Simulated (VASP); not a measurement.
# CaO (Fm-3m) in VASP: a series of runs

The runs below take CaO through elastic constants, with PBEsol.

Program: VASP 6.6.1. These are calculated values, not measurements. Logs are shortened: lines on timing, memory, paths and dates and some standing lists are left out, and cuts for length are marked.

## 1. The cell of the first run

It takes space group Fm-3m (No. 225, cubic). The conventional cell has a = 4.741 Å, b = 4.741 Å, c = 4.741 Å, α = 90.00°, β = 90.00°, γ = 90.00°. Ca (site symmetry m-3m) has 6 O at 2.37 Å within 3.1 Å. Within 3.1 Å of O (site symmetry m-3m) lie 6 Ca at 2.37 Å.

## 2. Elastic constants, PBEsol

Contents of INCAR:

```
SYSTEM = CaO
PREC = Accurate
ENCUT = 600
EDIFF = 1E-8
ISMEAR = 0
SIGMA = 0.01
LREAL = .False.
LASPH = .True.
NELM = 80
ALGO = Normal
ISIF = 3
LWAVE = .False.
LCHARG = .False.
GGA = PS
NBANDS = 15
IBRION = 6
NFREE = 2
POTIM = 0.015
NSW = 1
```

Contents of KPOINTS:

```
regular mesh
0
Gamma
  10 10 10
  0 0 0
```

Contents of POSCAR:

```
CaO
1.0
    0.0000000000      2.3703312230      2.3703312230
    2.3703312230      0.0000000000      2.3703312230
    2.3703312230      2.3703312230      0.0000000000
Ca O
1 1
Direct
    0.0000000000      0.0000000000      0.0000000000
    0.5000000000      0.5000000000      0.5000000000
```

Potentials or basis: VASP PAW PBE potentials, release 64 (Ca_sv, O).

The run is started by

```
$ cat potpaw_PBE.64/Ca_sv/POTCAR potpaw_PBE.64/O/POTCAR > POTCAR
$ mpirun -np 1 vasp_std > vasp.out
```

OUTCAR:

```text
SYSTEM = CaO
   PREC = Accurate
   ENCUT = 600
   EDIFF = 1E-8
   ISMEAR = 0
   LREAL = .False.
   LASPH = .True.
   NELM = 80
   ISIF = 3
   GGA = PS
   IBRION = 6
   NFREE = 2
   POTIM = 0.015
   NSW = 1

 ion  position               nearest neighbor table
   1  0.000  0.000  0.000-   2 2.37   2 2.37   2 2.37   2 2.37   2 2.37   2 2.37
   2  0.500  0.500  0.500-   1 2.37   1 2.37   1 2.37   1 2.37   1 2.37   1 2.37

  LATTYP: Found a face centered cubic cell.
 ALAT       =     4.7406624460

  Lattice vectors:

 A1 = (   0.0000000000,   2.3703312230,   2.3703312230)
 A2 = (   2.3703312230,   0.0000000000,   2.3703312230)
 A3 = (   2.3703312230,   2.3703312230,   0.0000000000)

Analysis of symmetry for initial positions (statically):
=====================================================================
 Subroutine PRICEL returns:
 Original cell was already a primitive cell.

 Routine SETGRP: Setting up the symmetry group for a
 face centered cubic supercell.

 Subroutine GETGRP returns: Found 48 space group operations
 (whereof 48 operations were pure point group operations)
 out of a pool of 48 trial point group operations.

The static configuration has the point symmetry O_h .

Analysis of symmetry for dynamics (positions and initial velocities):
=====================================================================
 Subroutine PRICEL returns:
 Original cell was already a primitive cell.

 Routine SETGRP: Setting up the symmetry group for a
 face centered cubic supercell.

 Subroutine GETGRP returns: Found 48 space group operations
 (whereof 48 operations were pure point group operations)
 out of a pool of 48 trial point group operations.

The dynamic configuration has the point symmetry O_h .

 Subroutine INISYM returns: Found 48 space group operations
[... 764 lines left out ...]
      4     -15.8013      2.00000
      5     -12.4858      2.00000
      6       0.6949      2.00000
      7       1.8587      2.00000
      8       1.9673      2.00000
      9       6.6606      0.00000
     10      10.3337      0.00000
     11      11.4677      0.00000
     12      11.5837      0.00000
     13      11.7239      0.00000
     14      13.5769      0.00000
     15      18.4513      0.00000

 [... further k-points ...]

------------------------ aborting loop because EDIFF is reached ----------------------------------------

  FORCE on cell =-STRESS in cart. coord.  units (eV):
  Direction    XX          YY          ZZ          XY          YZ          ZX
  --------------------------------------------------------------------------------------
  -------------------------------------------------------------------------------------
  Total        0.4420209      0.4349739      0.4349739      0.0000000      0.0000000      0.0000000
  in kB       26.5886507     26.1647533     26.1647533      0.0000000      0.0000000      0.0000000
  external PRESSURE =      26.3060524 kB  Pullay stress =       0.0000000 kB
[... 17 lines left out ...]
  FREE ENERGIE OF THE ION-ELECTRON SYSTEM (eV)
  ---------------------------------------------------
  free  energy   TOTEN  =       -13.4077016543 eV

  energy  without entropy=      -13.4077016543  energy(sigma->0) =      -13.40770165

 INTERNAL STRAIN TENSORS FROM STRAINED CELLS
 ============================================

 INTERNAL STRAIN TENSOR FOR ION    1 for displacements in x,y,z  (eV/Angst):
          X           Y           Z          XY          YZ          ZX
  --------------------------------------------------------------------------------
  x     0.00000     0.00000     0.00000     0.00000     0.00000     0.00000
  y     0.00000    -0.00000    -0.00000    -0.00000    -0.00000     0.00000
  z     0.00000    -0.00000    -0.00000     0.00000    -0.00000     0.00000

 INTERNAL STRAIN TENSORS FROM DISPLACED ATOMS
 ============================================

 INTERNAL STRAIN TENSOR FOR ION    1 for displacements in x,y,z  (eV/Angst):
          X           Y           Z          XY          YZ          ZX
  --------------------------------------------------------------------------------
  x     0.00000     0.00000     0.00000     0.00000     0.00000     0.00000
  y     0.00000     0.00000     0.00000     0.00000     0.00000     0.00000
  z     0.00000     0.00000     0.00000     0.00000     0.00000     0.00000

 INTERNAL STRAIN TENSOR FOR ION    2 for displacements in x,y,z  (eV/Angst):
          X           Y           Z          XY          YZ          ZX
  --------------------------------------------------------------------------------
  x     0.00000     0.00000     0.00000     0.00000     0.00000     0.00000
  y     0.00000     0.00000     0.00000     0.00000     0.00000     0.00000
  z     0.00000     0.00000     0.00000     0.00000     0.00000     0.00000

 Eigenvectors and eigenvalues of the dynamical matrix
 ----------------------------------------------------

   1 f  =    8.747981 THz    54.965186 2PiTHz  291.801240 cm-1    36.178727 meV
             X         Y         Z           dx          dy          dz
      0.000000  0.000000  0.000000     0.000000    0.534481   -0.000000
      2.370331  2.370331  2.370331    -0.000000   -0.845180   -0.000000
[... 21 lines left out ...]
   6 f/i=    0.003419 THz     0.021484 2PiTHz    0.114054 cm-1     0.014141 meV
             X         Y         Z           dx          dy          dz
      0.000000  0.000000  0.000000    -0.842327    0.066067   -0.021215
      2.370331  2.370331  2.370331    -0.532677    0.041780   -0.013416

--------------------------------------------------------------------------------------------------------

 ELASTIC MODULI CONTR FROM IONIC RELAXATION (kBar)
 Direction    XX          YY          ZZ          XY          YZ          ZX
 --------------------------------------------------------------------------------
 XX           0.0000      0.0000      0.0000      0.0000      0.0000      0.0000
 YY           0.0000      0.0000      0.0000      0.0000      0.0000      0.0000
 ZZ           0.0000      0.0000      0.0000      0.0000      0.0000      0.0000
 XY           0.0000      0.0000      0.0000      0.0000      0.0000      0.0000
 YZ           0.0000      0.0000      0.0000      0.0000      0.0000      0.0000
 ZX           0.0000      0.0000      0.0000      0.0000      0.0000      0.0000
 --------------------------------------------------------------------------------

 TOTAL ELASTIC MODULI (kBar)
 Direction    XX          YY          ZZ          XY          YZ          ZX
 --------------------------------------------------------------------------------
 XX        2532.5081    597.3066    597.3066     -0.0000     -0.0000      0.0000
 YY         597.3066   2532.5081    597.3066      0.0000      0.0000     -0.0000
 ZZ         597.3066    597.3066   2532.5081      0.0000     -0.0000     -0.0000
 XY          -0.0000      0.0000      0.0000    768.8599      0.0000     -0.0000
 YZ          -0.0000      0.0000     -0.0000      0.0000    768.8599      0.0000
 ZX           0.0000     -0.0000     -0.0000     -0.0000      0.0000    768.8599
 --------------------------------------------------------------------------------
```

stdout:

```text
POSCAR found type information on POSCAR CaO
 POSCAR found :  2 types and       2 ions
 scaLAPACK will be used
 -----------------------------------------------------------------------------
|                                                                             |
|                                                                             |
|     You enforced a specific xc type in the INCAR file but a different       |
|     I HOPE YOU KNOW WHAT YOU ARE DOING!                                     |
[... 32 lines left out ...]
 Finite differences progress:
 bond charge predicted
 Finite differences progress:
 bond charge predicted
 Finite differences progress:
 bond charge predicted
 Finite differences progress:
 bond charge predicted
 Finite differences progress:
 bond charge predicted
 Finite differences progress:
 bond charge predicted
 Finite differences progress:
```

Wall time 8.7 min (1 thread of Oxide Virtual Turin-like, shared host); peak memory 0.32 GiB.

Results:

```
Elastic constants C11, C12, C44                         : 253, 60, 77 GPa
Voigt bulk modulus                                      : 124 GPa
Highest phonon frequency at Γ, LO-TO splitting left out : 292 cm⁻¹
```

Phonon frequencies in cm⁻¹ (negative: imaginary):
```
              q point        frequencies
(0.000, 0.000, 0.000)  0 0 0 292 292 292
```

Elastic tensor in Voigt notation (GPa, in the Cartesian axes of the cell as first typed):
```
253  60  60   0   0   0
 60 253  60   0   0   0
 60  60 253   0   0   0
  0   0   0  77   0   0
  0   0   0   0  77   0
  0   0   0   0   0  77
```

Clamped-ion elastic tensor (GPa):
```
253  60  60   0   0   0
 60 253  60   0   0   0
 60  60 253   0   0   0
  0   0   0  77   0   0
  0   0   0   0  77   0
  0   0   0   0   0  77
```

Caveat: the cell is under stress, which shifts elastic constants; the PAW data sets were made with another functional, which shifts forces and pressure a little.

## 3. Elastic constants, PBEsol

This run uses another cell than the first one, of 13.43 Å³/atom.

Contents of INCAR:

```
PREC = Accurate
ENCUT = 600
EDIFF = 1E-8
ISMEAR = 0
SIGMA = 0.01
LREAL = F
LASPH = T
NELM = 80
ALGO = Normal
ISIF = 3
LWAVE = F
LCHARG = F
GGA = PS
IBRION = 6
NFREE = 2
POTIM = 0.015
NSW = 1
```

Contents of KPOINTS:

```
Automatic mesh
0
Gamma
  10 10 10
```

Contents of POSCAR:

```
CaO
1.0
    0.0000000000      2.3770781050      2.3770781050
    2.3770781050      0.0000000000      2.3770781050
    2.3770781050      2.3770781050      0.0000000000
Ca O
1 1
Direct
    0.0000000000      0.0000000000      0.0000000000
    0.5000000000      0.5000000000      0.5000000000
```

Potentials or basis: VASP PAW PBE potentials, release 64 (Ca_sv, O).

The run is started by

```
$ cat potpaw_PBE.64/Ca_sv/POTCAR potpaw_PBE.64/O/POTCAR > POTCAR
$ mpirun -np 1 vasp_std > vasp.out
```

It took 8.9 min on 1 thread of Oxide Virtual Turin-like, shared host; peak memory 0.3 GiB.

It converged, with:

- Elastic constants C11, C12, C44: 244, 59, 77 GPa
- Voigt bulk modulus: 121 GPa
- Highest phonon frequency at Γ, LO-TO splitting left out: 286 cm⁻¹

Phonon frequencies in cm⁻¹ (negative: imaginary):
```csv
q point,frequencies
"(0.000, 0.000, 0.000)",0 0 0 286 286 286
```

Elastic tensor in Voigt notation (GPa, in the Cartesian axes of the cell as first typed):
```
244  59  59   0   0   0
 59 244  59   0   0   0
 59  59 244   0   0   0
  0   0   0  77   0   0
  0   0   0   0  77   0
  0   0   0   0   0  77
```

Clamped-ion elastic tensor (GPa):
```
244  59  59   0   0   0
 59 244  59   0   0   0
 59  59 244   0   0   0
  0   0   0  77   0   0
  0   0   0   0  77   0
  0   0   0   0   0  77
```

Caveat: the cell is under stress, which shifts elastic constants; the PAW data sets were made with another functional, which shifts forces and pressure a little.

## 4. Elastic constants, PBEsol

This run uses another cell than the first one, of 13.54 Å³/atom.

INCAR, as its differences from that of step 3:

```diff
@@ -7,3 +7,3 @@
 LASPH = T
-NELM = 80
+NELM = 60
 ALGO = Normal
@@ -13,2 +13,3 @@
 GGA = PS
+NBANDS = 15
 IBRION = 6
```

KPOINTS is that of step 3.

Contents of POSCAR:

```
CaO
1.0
    0.0000000000      2.3835738961      2.3835738961
    2.3835738961      0.0000000000      2.3835738961
    2.3835738961      2.3835738961      0.0000000000
Ca O
1 1
Direct
    0.0000000000      0.0000000000      0.0000000000
    0.5000000000      0.5000000000      0.5000000000
```

The run is started by

```
$ cat potpaw_PBE.64/Ca_sv/POTCAR potpaw_PBE.64/O/POTCAR > POTCAR
$ mpirun -np 1 vasp_std > vasp.out
```

It took 9 min on 1 thread of Oxide Virtual Turin-like, shared host; peak memory 0.33 GiB.

Results (log left out):

```
Elastic constants C11, C12, C44                         : 235, 59, 77 GPa
Voigt bulk modulus                                      : 117 GPa
Highest phonon frequency at Γ, LO-TO splitting left out : 280 cm⁻¹
```

Phonon frequencies in cm⁻¹ (negative: imaginary):
| q point | frequencies |
| --- | --- |
| (0.000, 0.000, 0.000) | 0 0 0 280 280 280 |

Elastic tensor in Voigt notation (GPa, in the Cartesian axes of the cell as first typed):
```
235  59  59   0   0   0
 59 235  59   0   0   0
 59  59 235   0   0   0
  0   0   0  77   0   0
  0   0   0   0  77   0
  0   0   0   0   0  77
```

Clamped-ion elastic tensor (GPa):
```
235  59  59   0   0   0
 59 235  59   0   0   0
 59  59 235   0   0   0
  0   0   0  77   0   0
  0   0   0   0  77   0
  0   0   0   0   0  77
```

Caveat: the PAW data sets were made with another functional, which shifts forces and pressure a little.
